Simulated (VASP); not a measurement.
Set up this calculation in VASP 6.6.1, as the native input.

```
Task                   : single point
Functional             : PBE
Potentials or basis    : VASP PAW PBE potentials, release 64 (Al, N)
Cutoff                 : 600 eV
k mesh                 : 6 × 6 × 6
Occupations            : gaussian, width 0.01 eV
Spin                   : no spin polarisation
Dipole correction      : no
Further INCAR settings : ALGO = Normal; EDIFF = 1e-06; NBANDS = 11
```

The structure of AlN lies in POSCAR:

```
AlN
1.0
    0.0000000000      1.9683967343      1.9683967343
    1.9683967343      0.0000000000      1.9683967343
    1.9683967343      1.9683967343      0.0000000000
Al N
1 1
Direct
    0.0000000000      0.0000000000      0.0000000000
    0.5000000000      0.5000000000      0.5000000000
```

This cell differs from its parent crystal: strain -2.5%.

One way to write it, as run:

INCAR

```
  PREC = Accurate
  ENCUT = 600
  EDIFF = 1E-6
  ISMEAR = 0
  SIGMA = 0.01
  LREAL = F
  LASPH = T
  NELM = 120
  ALGO = Normal
  ISIF = 2
  LWAVE = F
  LCHARG = F
  GGA = PE
  NBANDS = 11
  GGA_COMPAT = F
```

KPOINTS

```
regular mesh
0
Gamma
  6 6 6
```

Potentials or basis: VASP PAW PBE potentials, release 64 (Al, N).

The run is started by

```console
$ cat potpaw_PBE.64/Al/POTCAR potpaw_PBE.64/N/POTCAR > POTCAR
$ mpirun -np 1 vasp_std > vasp.out
```

It gave:

```yaml
Pressure: 30.3 GPa
Band_gap_on_the_k_mesh: 5.15 eV, indirect (least direct gap 6.88 eV)
```

Caveat: the k points lie up to 0.46 Å⁻¹ apart; the cell differs from its parent crystal (strain -2.5%).

Wall time 1.8 s on 1 thread of Intel(R) Xeon(R) 6975P-C (Granite Rapids), on a shared host, peak memory 0.13 GiB.
